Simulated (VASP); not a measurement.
# WC (I4/mmm) in VASP: single point with PBEsol

Aim: the single point of WC with PBEsol.

Program: VASP 6.6.1. These are calculated values, not measurements. Logs are shortened: lines on timing, memory, paths and dates and some standing lists are left out, and cuts for length are marked.

### Step 1. The cell of the first run

The structure is tetragonal, space group I4/mmm (No. 139). Conventional cell: a = 3.101 Å, b = 3.101 Å, c = 4.550 Å, α = 90.00°, β = 90.00°, γ = 90.00°. Within 2.9 Å of W (site symmetry 4/mmm) lie 6 C at 2.19 to 2.27 Å. C (site symmetry 4/mmm) has 6 W at 2.19 to 2.27 Å within 2.9 Å.

### Step 2. Single point, PBEsol (strain +0.0375 x Voigt [1, 0, 0, 0, 0, 0])

Input file INCAR:

```
ALGO = Normal
EDIFF = 1E-7
ENCUT = 520
GGA = PS
ISIF = 2
ISMEAR = 0
LASPH = True
LCHARG = True
LELF = True
LREAL = False
LVHAR = True
LWAVE = False
NBANDS = 16
NELM = 80
PREC = Accurate
SIGMA = 0.15
```

Input file KPOINTS:

```
k-points
0
Gamma
  18 18 18
```

Input file POSCAR:

```
WC
1.0
    0.0000000000      2.1926840000      2.1926840000
    2.2749096500      0.0000000000      2.1926840000
    2.2749096500      2.1926840000      0.0000000000
W C
1 1
Direct
    0.0000000000      0.0000000000      0.0000000000
    0.5000000000      0.5000000000      0.5000000000
```

Potentials or basis: VASP PAW PBE potentials, release 64 (W_sv, C).

Launch:

```bash
$ cat potpaw_PBE.64/W_sv/POTCAR potpaw_PBE.64/C/POTCAR > POTCAR
$ mpirun -np 1 vasp_std > vasp.out
```

OUTCAR:

```text
EDIFF = 1E-7
   ENCUT = 520
   GGA = PS
   ISIF = 2
   ISMEAR = 0
   LASPH = True
   LREAL = False
   NELM = 80
   PREC = Accurate

 ion  position               nearest neighbor table
   1  0.000  0.000  0.000-   2 2.19   2 2.19   2 2.19   2 2.19   2 2.27   2 2.27
   2  0.500  0.500  0.500-   1 2.19   1 2.19   1 2.19   1 2.19   1 2.27   1 2.27

  LATTYP: Found a body centered tetragonal cell.
 ALAT       =     3.1009234508
 C/A-ratio  =     1.4672465710

  Lattice vectors:

 A1 = (   2.2749096500,   0.0000000000,   2.1926840000)
 A2 = (   2.2749096500,   0.0000000000,  -2.1926840000)
 A3 = (  -2.2749096500,   2.1926840000,   0.0000000000)

Analysis of symmetry for initial positions (statically):
=====================================================================
 Subroutine PRICEL returns:
 Original cell was already a primitive cell.

 Routine SETGRP: Setting up the symmetry group for a
 body centered tetragonal supercell.

 Subroutine GETGRP returns: Found 16 space group operations
 (whereof 16 operations were pure point group operations)
 out of a pool of 16 trial point group operations.

The static configuration has the point symmetry D_4h.

Analysis of symmetry for dynamics (positions and initial velocities):
=====================================================================
 Subroutine PRICEL returns:
 Original cell was already a primitive cell.

 Routine SETGRP: Setting up the symmetry group for a
 body centered tetragonal supercell.

 Subroutine GETGRP returns: Found 16 space group operations
 (whereof 16 operations were pure point group operations)
 out of a pool of 16 trial point group operations.

The dynamic configuration has the point symmetry D_4h.

 Subroutine INISYM returns: Found 16 space group operations
 (whereof 16 operations are pure point group operations),
 and found     1 'primitive' translations

----------------------------------------------------------------------------------------

                                     Primitive cell

  volume of cell :      21.8749

  direct lattice vectors                    reciprocal lattice vectors
     0.000000000  2.192684000  2.192684000    -0.219788949  0.228031034  0.228031034
     2.274909650  0.000000000  2.192684000     0.219788949 -0.228031034  0.228031034
     2.274909650  2.192684000  0.000000000     0.219788949  0.228031034 -0.228031034

  length of vectors
     3.100923451  3.159600772  3.159600772     0.390260793  0.390260793  0.390260793

  position of ions in fractional coordinates (direct lattice)
     0.000000000  0.000000000  0.000000000
     0.500000000  0.500000000  0.500000000

  ion indices of the primitive-cell ions
   primitive index   ion index
                 1           1
                 2           2

----------------------------------------------------------------------------------------

 KPOINTS: k-points

Automatic generation of k-mesh.
 Grid dimensions read from file:
 generate k-points for:   18   18   18

 Generating k-lattice:

  Cartesian coordinates                     Fractional coordinates (reciprocal lattice)
    -0.012210497  0.012668391  0.012668391     0.055555556  0.000000000  0.000000000
     0.012210497 -0.012668391  0.012668391     0.000000000  0.055555556  0.000000000
     0.012210497  0.012668391 -0.012668391     0.000000000  0.000000000  0.055555556

  Length of vectors
     0.021681155  0.021681155  0.021681155

  Shift w.r.t. Gamma in fractional coordinates (k-lattice)
     0.000000000  0.000000000  0.000000000

 Subroutine IBZKPT returns following result:
 ===========================================

 Found    480 irreducible k-points:

 Following reciprocal coordinates:
            Coordinates               Weight
  0.000000  0.000000  0.000000      1.000000
  0.055556 -0.000000 -0.000000      8.000000
  0.111111 -0.000000 -0.000000      8.000000
  0.166667  0.000000  0.000000      8.000000
  0.222222  0.000000  0.000000      8.000000
  0.277778  0.000000  0.000000      8.000000
[... 16 lines left out ...]
 -0.277778  0.055556 -0.000000     16.000000
 -0.222222  0.055556  0.000000     16.000000
 [... further k-points ...]
   k-points           NKPTS =    480   k-points in BZ     NKDIM =    480   number of bands    NBANDS=     16
   number of dos      NEDOS =    301   number of ions     NIONS =      2
   total plane-waves  NPLWV =  13824
   dimension x,y,z NGX =    24 NGY =   24 NGZ =   24
   dimension x,y,z NGXF=    48 NGYF=   48 NGZF=   48
   ions per type =               1   1
   NGX,Y,Z   is equivalent  to a cutoff of  12.87, 12.63, 12.63 a.u.
   NGXF,Y,Z  is equivalent  to a cutoff of  25.73, 25.26, 25.26 a.u.
 SYSTEM =  unknown system
   PREC   = accura    normal or accurate (medium, high low for compatibility)
   ISTART =      0    job   : 0-new  1-cont  2-samecut
   ICHARG =      2    charge: 1-file 2-atom 10-const
   ISPIN  =      1    spin polarized calculation?
   LNONCOLLINEAR =      F non collinear calculations
   LSORBIT =      F    spin-orbit coupling
   LASPH  =      T    aspherical Exc in radial PAW
   ENCUT  =  520.0 eV  38.22 Ry    6.18 a.u.   5.77  5.87  5.87*2*pi/ulx,y,z
   NELM   =     80;   NELMIN=  2; NELMDL= -5     # of ELM steps
   EDIFF  = 0.1E-06   stopping-criterion for ELM
   LREAL  =      F    real-space projection
   EDIFFG = 0.1E-05   stopping-criterion for IOM
   NSW    =      0    number of steps for IOM
   IBRION =     -1    ionic relax: 0-MD 1-quasi-New 2-CG
   NFREE  =      0    steps in history (QN), initial steepest desc. (CG)
   ISIF   =      2    stress and relaxation
   ISYM   =      2    0-nonsym 1-usesym 2-fastsym
   POTIM  = 0.5000    time-step for ionic-motion
   TEBEG  =    0.0;   TEEND  =   0.0 temperature during run
   PSTRESS=    0.0 pullay stress
   NELECT =      18.0000    total number of electrons
   NUPDOWN=      -1.0000    fix difference up-down
   EMIN   =  10.00;   EMAX   =-10.00  energy-range for DOS
   EFERMI =   0.00;   METHOD = LEGACY
   ISMEAR =     0;   SIGMA  =   0.15  broadening in eV -4-tet -1-fermi 0-gaus
   EFERMI_NEDOS =   21; number of points for ismear=-14 and -15
   IALGO  =     38    algorithm
   IMIX   =      4    mixing-type and parameters
     AMIX     =   0.40;   BMIX     =  1.00
     AMIX_MAG =   1.60;   BMIX_MAG =  1.00
  volume/ion in A,a.u.               =      10.94        73.81
  Fermi-wavevector in a.u.,A,eV,Ry     =   1.534088  2.899006 32.020301  2.353426
  Thomas-Fermi vector in A             =   2.641065
   LORBIT       =      0    0 simple, 1 ext, 2 COOP (PROOUT), +10 PAW based schemes
   GGA     = PS    functional components
   LHFCALC =     F    Hartree Fock is set to
   AEXX    =    0.0000 exact exchange contribution
   IVDW    =     0    specifies the selected vdW correction
   LEPSILON=     F    determine dielectric tensor
   LRPA    =     F    only Hartree local field effects (RPA)
 non-spin polarized calculation
 Gauss-broadening in eV      SIGMA  =   0.15
  energy-cutoff  :      520.00
  volume of cell :       21.87
 maximum number of plane-waves:       606
   NGX = 11   NGY = 11   NGZ = 11

 number of electron      18.0000002 magnetization

 Free energy of the ion-electron system (eV)
  ---------------------------------------------------
  ext. energy  EPLUGINS =         0.00000000
  ---------------------------------------------------
  free energy    TOTEN  =       -22.88813102 eV

  energy without entropy =      -22.87662219  energy(sigma->0) =      -22.88237661

 E-fermi :  11.6752     XC(G=0): -13.6369

 val. band max:       11.6734932595   @ k =   0.5000   0.1667   0.1667
 cond. band min:      11.6784181808   @ k =  -0.1667   0.0556   0.0556
 fundamental gap:      0.0049249213
 Fermi energy:        11.6751712966

 k-point     1 :       0.0000    0.0000    0.0000
  band No.  band energies     occupation
      1     -63.6979      2.00000
      2     -27.7010      2.00000
      3     -27.6957      2.00000
      4     -27.6957      2.00000
      5      -3.7627      2.00000
      6       8.7845      2.00000
[... 8 lines left out ...]
     15      21.3783      0.00000
     16      33.9846      0.00000

 k-point     2 :       0.0556   -0.0000   -0.0000
  band No.  band energies     occupation
      1     -63.6970      2.00000
      2     -27.7138      2.00000
      3     -27.7012      2.00000
      4     -27.6970      2.00000
      5      -3.6795      2.00000
      6       8.6340      2.00000
[... 8 lines left out ...]
     15      21.5747      0.00000
     16      32.9289      0.00000

 k-point     3 :       0.1111   -0.0000   -0.0000
  band No.  band energies     occupation
      1     -63.6943      2.00000
      2     -27.7597      2.00000
      3     -27.7079      2.00000
      4     -27.7007      2.00000
      5      -3.4340      2.00000
      6       8.0064      2.00000
[... 8 lines left out ...]
     15      22.1208      0.00000
     16      31.1367      0.00000

 k-point     4 :       0.1667    0.0000    0.0000
  band No.  band energies     occupation
      1     -63.6902      2.00000
      2     -27.8297      2.00000
      3     -27.7177      2.00000
      4     -27.7063      2.00000
      5      -3.0389      2.00000
      6       7.1226      2.00000
[... 8 lines left out ...]
     15      22.8639      0.00000
     16      29.4642      0.00000

 k-point     5 :       0.2222    0.0000    0.0000
  band No.  band energies     occupation
      1     -63.6852      2.00000
      2     -27.9146      2.00000
      3     -27.7296      2.00000
      4     -27.7132      2.00000
      5      -2.5138      2.00000
      6       6.1713      2.00000
[... 8 lines left out ...]
     15      23.4788      0.00000
     16      28.3987      0.00000

 k-point     6 :       0.2778    0.0000    0.0000
  band No.  band energies     occupation
      1     -63.6798      2.00000
      2     -28.0036      2.00000
      3     -27.7422      2.00000
      4     -27.7205      2.00000
      5      -1.8840      2.00000
      6       5.2141      2.00000
[... 8 lines left out ...]
     15      23.7317      0.00000
     16      27.2975      0.00000

 k-point     7 :       0.3333    0.0000    0.0000
  band No.  band energies     occupation
      1     -63.6748      2.00000
      2     -28.0861      2.00000
      3     -27.7541      2.00000
      4     -27.7274      2.00000
      5      -1.1794      2.00000
      6       4.2807      2.00000
[... 8 lines left out ...]
     15      24.0283      0.00000
     16      25.7480      0.00000

 k-point     8 :       0.3889    0.0000    0.0000
  band No.  band energies     occupation
      1     -63.6707      2.00000
      2     -28.1525      2.00000
      3     -27.7637      2.00000
      4     -27.7330      2.00000
      5      -0.4374      2.00000
      6       3.3944      2.00000
[... 8 lines left out ...]
     15      24.1879      0.00000
     16      24.7355      0.00000

 k-point     9 :       0.4444    0.0000    0.0000
  band No.  band energies     occupation
      1     -63.6680      2.00000
      2     -28.1955      2.00000
      3     -27.7699      2.00000
      4     -27.7366      2.00000
      5       0.2695      2.00000
      6       2.6101      2.00000
[... 8 lines left out ...]
     15      23.3408      0.00000
     16      23.9074      0.00000
[... 172 lines left out ...]
 k-point    19 :       0.5000    0.0556    0.0000
  band No.  band energies     occupation
      1     -63.6667      2.00000
      2     -28.2039      2.00000
      3     -27.7768      2.00000
      4     -27.7470      2.00000
      5       0.5435      2.00000
      6       2.3355      2.00000
[... 8 lines left out ...]
     15      23.2386      0.00000
     16      23.6382      0.00000

 k-point    20 :      -0.4444    0.0556    0.0000
  band No.  band energies     occupation
      1     -63.6670      2.00000
      2     -28.1978      2.00000
      3     -27.7755      2.00000
      4     -27.7474      2.00000
      5       0.4002      2.00000
      6       2.4825      2.00000
[... 8 lines left out ...]
     15      23.3619      0.00000
     16      23.7883      0.00000

 k-point    21 :      -0.3889    0.0556    0.0000
  band No.  band energies     occupation
      1     -63.6692      2.00000
      2     -28.1635      2.00000
      3     -27.7708      2.00000
      4     -27.7444      2.00000
      5      -0.2164      2.00000
      6       3.1465      2.00000
[... 8 lines left out ...]
     15      24.0097      0.00000
     16      24.5154      0.00000

 k-point    22 :      -0.3333    0.0556    0.0000
  band No.  band energies     occupation
      1     -63.6729      2.00000
      2     -28.1047      2.00000
      3     -27.7632      2.00000
      4     -27.7382      2.00000
      5      -0.9321      2.00000
      6       3.9660      2.00000
[... 8 lines left out ...]
     15      24.1332      0.00000
     16      25.1941      0.00000

 k-point    23 :      -0.2778    0.0556   -0.0000
  band No.  band energies     occupation
      1     -63.6777      2.00000
      2     -28.0279      2.00000
      3     -27.7534      2.00000
      4     -27.7298      2.00000
      5      -1.6349      2.00000
      6       4.8493      2.00000
[... 8 lines left out ...]
     15      23.8380      0.00000
     16      26.1969      0.00000

 k-point    24 :      -0.2222    0.0556    0.0000
  band No.  band energies     occupation
      1     -63.6829      2.00000
      2     -27.9420      2.00000
      3     -27.7422      2.00000
      4     -27.7204      2.00000
      5      -2.2782      2.00000
      6       5.7716      2.00000
[... 8 lines left out ...]
     15      23.6940      0.00000
     16      27.0409      0.00000

 [... further k-points ...]

------------------------ aborting loop because EDIFF is reached ----------------------------------------

  FORCE on cell =-STRESS in cart. coord.  units (eV):
  Direction    XX          YY          ZZ          XY          YZ          ZX
  --------------------------------------------------------------------------------------
  -------------------------------------------------------------------------------------
  Total       -4.1254638     -2.0341067     -2.0341067     -0.0000000      0.0000000      0.0000000
  in kB     -302.1601017   -148.9834624   -148.9834624     -0.0000000      0.0000000      0.0000000
  external PRESSURE =    -200.0423422 kB  Pullay stress =       0.0000000 kB

 VOLUME and BASIS-vectors are now :
 -----------------------------------------------------------------------------
  energy-cutoff  :      520.00
  volume of cell :       21.87
      direct lattice vectors                 reciprocal lattice vectors
     0.000000000  2.192684000  2.192684000    -0.219788949  0.228031034  0.228031034
     2.274909650  0.000000000  2.192684000     0.219788949 -0.228031034  0.228031034
     2.274909650  2.192684000  0.000000000     0.219788949  0.228031034 -0.228031034

 POSITION                                       TOTAL-FORCE (eV/Angst)
 -----------------------------------------------------------------------------------
      0.00000      0.00000      0.00000         0.000000      0.000000      0.000000
      2.27491      2.19268      2.19268         0.000000      0.000000      0.000000
 -----------------------------------------------------------------------------------
    total drift:                                0.000000     -0.000000     -0.000000

  FREE ENERGIE OF THE ION-ELECTRON SYSTEM (eV)
  ---------------------------------------------------
  free  energy   TOTEN  =       -22.8881310169 eV

  energy  without entropy=      -22.8766221942  energy(sigma->0) =      -22.88237661
```

It took 4.4 min on 1 thread of AMD EPYC, shared host; peak memory 0.24 GiB.

Results:

```
Free energy            : -22.8881 eV
Pressure               : -20.0 GPa
Band gap on the k mesh : zero (bands 9 and 10 overlap by 2.82 eV)
```

Caveat: the cell differs from its parent crystal (strain +0.0375 x Voigt [1, 0, 0, 0, 0, 0]); the stress differs along the axes, from -30 to -15 GPa; the PAW data sets were made with another functional, which shifts forces and pressure a little; spin-orbit coupling is left out, which moves the levels of the heavy elements.
